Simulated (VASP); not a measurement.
# Bi2Te2Pb5S6 (P-3m1) in VASP: electric field gradients with PBE

Aim: the electric field gradients of Bi2Te2Pb5S6 with PBE.

Everything below comes from runs of VASP 6.6.1. Logs are shortened: lines on timing, memory, paths and dates and some standing lists are left out, and cuts for length are marked.

## 1. The cell of the first run

It takes space group P-3m1 (No. 164, trigonal). The conventional cell has a = 4.243 Å, b = 4.243 Å, c = 27.311 Å, α = 90.00°, β = 90.00°, γ = 120.00°. Within 4.0 Å of Bi (site symmetry 3m) lie 3 S at 3.02 Å and 3 Te at 3.04 Å. Within 4.0 Å of Te (site symmetry 3m) lie 3 Bi at 3.04 Å and 3 Te at 3.92 Å. Pb (site symmetry 3m) has 6 S at 2.99 Å within 3.9 Å. Within 3.9 Å of Pb (site symmetry 3m) lie 6 S at 2.99 Å. Pb (site symmetry -3m) has 6 S at 2.99 Å within 3.9 Å. S (site symmetry 3m) has 3 Pb at 2.99 Å and 3 Bi at 3.02 Å within 3.9 Å. S (site symmetry 3m) has 6 Pb at 2.99 Å within 3.9 Å. Within 3.9 Å of S (site symmetry 3m) lie 6 Pb at 2.99 Å.

## 2. Electric field gradients, PBE

Contents of INCAR:

```
SYSTEM = Bi2Te2Pb5S6
ALGO     = Normal         ! electronic algorithm
EDIFF    = 1E-8           ! SCF threshold, eV
ENCUT    = 520            ! plane-wave cutoff, eV
GGA      = PE             ! functional
ISIF     = 2              ! what is computed and relaxed
ISMEAR   = -1             ! smearing method
LASPH    = .TRUE.         ! aspherical terms in the spheres
LCHARG   = .FALSE.        ! write CHGCAR
LEFG     = .TRUE.       
LREAL    = Auto         
LWAVE    = .FALSE.        ! write WAVECAR
NBANDS   = 87             ! bands
NELM     = 80             ! most SCF steps
PREC     = Accurate       ! precision mode
SIGMA    = 0.02           ! smearing width, eV
```

Contents of KPOINTS:

```
k-points
0
G
  8 8 1
  0 0 0
```

Contents of POSCAR:

```
Bi2Te2Pb5S6
1.0
    4.2428200417      0.0000000000      0.0000000000
   -2.1214100209      3.6743899398      0.0000000000
    0.0000000000      0.0000000000     27.3112300000
Bi Te Pb S
2 2 5 6
Direct
    0.0000000000      0.0000000000      0.1215700000
    0.0000000000      0.0000000000      0.8784300000
    0.3333333333      0.6666666667      0.9440700000
    0.6666666667      0.3333333333      0.0559300000
    0.3333333333      0.6666666667      0.7513800000
    0.6666666667      0.3333333333      0.2486200000
    0.3333333333      0.6666666667      0.3740700000
    0.6666666667      0.3333333333      0.6259300000
    0.0000000000      0.0000000000      0.5000000000
    0.3333333333      0.6666666667      0.1860900000
    0.6666666667      0.3333333333      0.8139100000
    0.0000000000      0.0000000000      0.3115000000
    0.0000000000      0.0000000000      0.6885000000
    0.3333333333      0.6666666667      0.5628800000
    0.6666666667      0.3333333333      0.4371200000
```

Potentials or basis: VASP PAW PBE potentials, release 64 (Bi_d, Te, Pb_d, S).

Run with:

```sh
$ cat potpaw_PBE.64/Bi_d/POTCAR potpaw_PBE.64/Te/POTCAR potpaw_PBE.64/Pb_d/POTCAR potpaw_PBE.64/S/POTCAR > POTCAR
$ mpirun -np 1 vasp_std > vasp.out
```

OUTCAR:

```text
SYSTEM = Bi2Te2Pb5S6
   EDIFF = 1E-8
   ENCUT = 520
   GGA = PE
   ISIF = 2
   ISMEAR = -1
   LASPH = .TRUE.
   LREAL = Auto
   NELM = 80
   PREC = Accurate

 ion  position               nearest neighbor table
   1  0.000  0.000  0.122-  10 3.02  10 3.02  10 3.02   4 3.04   4 3.04   4 3.04
   2  0.000  0.000  0.878-  11 3.02  11 3.02  11 3.02   3 3.04   3 3.04   3 3.04
   3  0.333  0.667  0.944-   2 3.04   2 3.04   2 3.04
   4  0.667  0.333  0.056-   1 3.04   1 3.04   1 3.04
   5  0.333  0.667  0.751-  11 2.99  11 2.99  11 2.99  13 2.99  13 2.99  13 2.99
   6  0.667  0.333  0.249-  10 2.99  10 2.99  10 2.99  12 2.99  12 2.99  12 2.99
   7  0.333  0.667  0.374-  12 2.99  12 2.99  12 2.99  15 2.99  15 2.99  15 2.99
   8  0.667  0.333  0.626-  13 2.99  13 2.99  13 2.99  14 2.99  14 2.99  14 2.99
   9  0.000  0.000  0.500-  14 2.99  15 2.99  15 2.99  14 2.99  15 2.99  14 2.99
  10  0.333  0.667  0.186-   6 2.99   6 2.99   6 2.99   1 3.02   1 3.02   1 3.02
  11  0.667  0.333  0.814-   5 2.99   5 2.99   5 2.99   2 3.02   2 3.02   2 3.02
  12  0.000  0.000  0.312-   7 2.99   7 2.99   7 2.99   6 2.99   6 2.99   6 2.99
  13  0.000  0.000  0.688-   8 2.99   8 2.99   8 2.99   5 2.99   5 2.99   5 2.99
  14  0.333  0.667  0.563-   9 2.99   9 2.99   9 2.99   8 2.99   8 2.99   8 2.99
  15  0.667  0.333  0.437-   9 2.99   9 2.99   9 2.99   7 2.99   7 2.99   7 2.99

  LATTYP: Found a hexagonal cell.
 ALAT       =     4.2428200417
 C/A-ratio  =     6.4370465237

  Lattice vectors:

 A1 = (   4.2428200417,   0.0000000000,   0.0000000000)
 A2 = (  -2.1214100209,   3.6743899398,   0.0000000000)
 A3 = (   0.0000000000,   0.0000000000,  27.3112300000)

Analysis of symmetry for initial positions (statically):
=====================================================================
 Subroutine PRICEL returns:
 Original cell was already a primitive cell.

 Routine SETGRP: Setting up the symmetry group for a
 hexagonal supercell.

 Subroutine GETGRP returns: Found 12 space group operations
 (whereof 12 operations were pure point group operations)
 out of a pool of 24 trial point group operations.

The static configuration has the point symmetry D_3d.

Analysis of symmetry for dynamics (positions and initial velocities):
=====================================================================
 Subroutine PRICEL returns:
 Original cell was already a primitive cell.

 Routine SETGRP: Setting up the symmetry group for a
 hexagonal supercell.
[... 1086 lines left out ...]
      2.12141      1.22480      1.52752        -0.000000     -0.000000     -0.055927
     -0.00000      2.44959     20.52111        -0.000000      0.000000      0.025880
      2.12141      1.22480      6.79012         0.000000     -0.000000     -0.025880
     -0.00000      2.44959     10.21631        -0.000000      0.000000      0.035674
      2.12141      1.22480     17.09492         0.000000     -0.000000     -0.035674
      0.00000      0.00000     13.65561         0.000000      0.000000     -0.000000
     -0.00000      2.44959      5.08235         0.000000      0.000000      0.003176
      2.12141      1.22480     22.22888        -0.000000     -0.000000     -0.003176
      0.00000      0.00000      8.50745         0.000000     -0.000000     -0.004950
      0.00000      0.00000     18.80378         0.000000      0.000000      0.004950
     -0.00000      2.44959     15.37295         0.000000      0.000000      0.009290
      2.12141      1.22480     11.93828         0.000000      0.000000     -0.009290
 -----------------------------------------------------------------------------------
    total drift:                               -0.000000      0.000000      0.000000

  FREE ENERGIE OF THE ION-ELECTRON SYSTEM (eV)
  ---------------------------------------------------
  free  energy   TOTEN  =       -63.4429433364 eV

  energy  without entropy=      -63.4429433364  energy(sigma->0) =      -63.44294334

 Electric field gradients (V/A^2)
---------------------------------------------------------------------
 ion       V_xx      V_yy      V_zz      V_xy      V_xz      V_yz
---------------------------------------------------------------------
   1       0.248     0.245    -0.493    -0.002    -0.000     0.000
   2       0.248     0.245    -0.493    -0.002    -0.000     0.000
   3      -5.706    -5.706    11.412    -0.000     0.000    -0.000
   4      -5.706    -5.706    11.412    -0.000     0.000    -0.000
   5      -1.184    -1.184     2.368    -0.000     0.000    -0.000
   6      -1.184    -1.184     2.368    -0.000     0.000    -0.000
   7      -0.530    -0.531     1.061    -0.000    -0.000     0.000
   8      -0.530    -0.531     1.061    -0.000    -0.000     0.000
   9      -0.450    -0.449     0.899     0.002     0.000    -0.000
  10      -1.763    -1.763     3.526     0.000     0.000    -0.000
  11      -1.763    -1.763     3.526     0.000     0.000    -0.000
  12       0.983     0.984    -1.967     0.001    -0.000     0.000
  13       0.983     0.984    -1.967     0.001    -0.000     0.000
  14       0.533     0.534    -1.067     0.000     0.000    -0.000
  15       0.533     0.534    -1.067     0.000     0.000    -0.000
---------------------------------------------------------------------

 Electric field gradients after diagonalization (V/A^2)
 (convention: |V_zz| > |V_xx| > |V_yy|)
----------------------------------------------------------------------
 ion       V_xx      V_yy      V_zz     asymmetry (V_yy - V_xx)/ V_zz
----------------------------------------------------------------------
   1       0.249     0.244    -0.493       0.010
   2       0.249     0.244    -0.493       0.010
   3      -5.706    -5.706    11.412       0.000
   4      -5.706    -5.706    11.412       0.000
   5      -1.185    -1.184     2.368       0.000
   6      -1.185    -1.184     2.368       0.000
   7      -0.531    -0.530     1.061       0.001
   8      -0.531    -0.530     1.061       0.001
   9      -0.451    -0.448     0.899       0.004
  10      -1.763    -1.763     3.526       0.000
  11      -1.763    -1.763     3.526       0.000
  12       0.984     0.982    -1.967       0.001
  13       0.984     0.982    -1.967       0.001
  14       0.534     0.533    -1.067       0.000
  15       0.534     0.533    -1.067       0.000
----------------------------------------------------------------------

           NMR quadrupolar parameters

 Cq : quadrupolar parameter    Cq=e*Q*V_zz/h
 eta: asymmetry parameters     (V_yy - V_xx)/ V_zz
 Q  : nuclear electric quadrupole moment in mb (millibarn)
----------------------------------------------------------------------
 ion       Cq(MHz)       eta       Q (mb)
----------------------------------------------------------------------
   1      -0.001       0.010       1.000
   2      -0.001       0.010       1.000
   3       0.028       0.000       1.000
   4       0.028       0.000       1.000
   5       0.006       0.000       1.000
   6       0.006       0.000       1.000
   7       0.003       0.001       1.000
   8       0.003       0.001       1.000
   9       0.002       0.004       1.000
  10       0.009       0.000       1.000
  11       0.009       0.000       1.000
  12      -0.005       0.001       1.000
  13      -0.005       0.001       1.000
  14      -0.003       0.000       1.000
  15      -0.003       0.000       1.000
----------------------------------------------------------------------
```

OSZICAR:

```text
N       E                     dE             d eps       ncg     rms          rms(c)
DAV:   1     0.178708823743E+04    0.17871E+04   -0.66521E+04  1780   0.179E+03
[... 13 lines left out ...]
DAV:  15    -0.634429434174E+02   -0.38002E-06   -0.13342E-05  2330   0.139E-02    0.603E-03
DAV:  16    -0.634429437306E+02   -0.31314E-06   -0.28019E-06  1960   0.514E-03    0.393E-03
DAV:  17    -0.634429436075E+02    0.12303E-06   -0.16231E-07  2240   0.197E-03    0.158E-03
DAV:  18    -0.634429434147E+02    0.19288E-06   -0.10895E-07  1928   0.132E-03    0.703E-04
DAV:  19    -0.634429433439E+02    0.70717E-07   -0.15398E-08  1320   0.516E-04    0.346E-04
DAV:  20    -0.634429433295E+02    0.14479E-07   -0.39706E-09  1066   0.361E-04    0.256E-04
DAV:  21    -0.634429433364E+02   -0.69795E-08   -0.17701E-09  1059   0.363E-04
   1 F= -.63442943E+02 E0= -.63442943E+02  d E =-.798500E-10
```

Run time: 8.7 min. Hardware: 1 thread of Intel Xeon Platinum 8375C at 2.90GHz (Ice Lake), shared host; peak memory 0.62 GiB.

Results:

```
Free energy                             : -63.4429 eV
Pressure                                : 1.0 GPa
Largest force                           : 0.084 eV/Å
Band gap on the k mesh                  : 0.79 eV
Largest electric field gradient by atom : Bi -0.5; Te +11.4; Pb +2.4, +1.1, +0.9 (each value once); S +3.5, -2.0, -1.1 (each value once) V/Å²
```

Forces on the atoms (eV/Å):
```
Bi   0.000  0.000  0.084
Bi   0.000  0.000 -0.084
Te   0.000  0.000  0.056
Te   0.000  0.000 -0.056
Pb   0.000  0.000  0.026
Pb   0.000  0.000 -0.026
Pb   0.000  0.000  0.036
Pb   0.000  0.000 -0.036
Pb   0.000  0.000  0.000
S    0.000  0.000  0.003
S    0.000  0.000 -0.003
S    0.000  0.000 -0.005
S    0.000  0.000  0.005
S    0.000  0.000  0.009
S    0.000  0.000 -0.009
```

Stress tensor (GPa, compression positive):
```
0.93 0.00 0.00
0.00 0.93 0.00
0.00 0.00 1.01
```

Levels at points of the mesh, in eV from the valence-band top:
```tsv
k point	band 70	band 71	band 72	band 73	band 74	band 75	band 76	band 77	band 78	band 79
(0.00, 0.00, 0.00)	-0.65	-0.65	-0.61	-0.09	0.00	0.79	0.87	1.53	1.72	1.72
(0.50, 0.00, 0.00)	-1.44	-1.15	-0.97	-0.75	-0.08	0.86	1.51	1.82	2.12	2.30
```

Electric field gradients, principal values (V/Å²):
```
atom   least  middle  greatest (by size)
1 Bi   0.244   0.249              -0.493
2 Bi   0.244   0.249              -0.493
3 Te  -5.706  -5.706              11.412
4 Te  -5.706  -5.706              11.412
5 Pb  -1.184  -1.185               2.368
6 Pb  -1.184  -1.185               2.368
7 Pb  -0.530  -0.531               1.061
8 Pb  -0.530  -0.531               1.061
9 Pb  -0.448  -0.451               0.899
10 S  -1.763  -1.763               3.526
11 S  -1.763  -1.763               3.526
12 S   0.982   0.984              -1.967
13 S   0.982   0.984              -1.967
14 S   0.533   0.534              -1.067
15 S   0.533   0.534              -1.067
```

Caveat: without QUAD_EFG the Cq values of the log hold for a quadrupole moment of 1 mb, not for the nuclei; spin-orbit coupling is left out, which moves the levels of the heavy elements; this functional lacks dispersion, which binds layers or chains, so the pressure and a relaxed spacing across them are unreliable. A k mesh can miss the band edges.
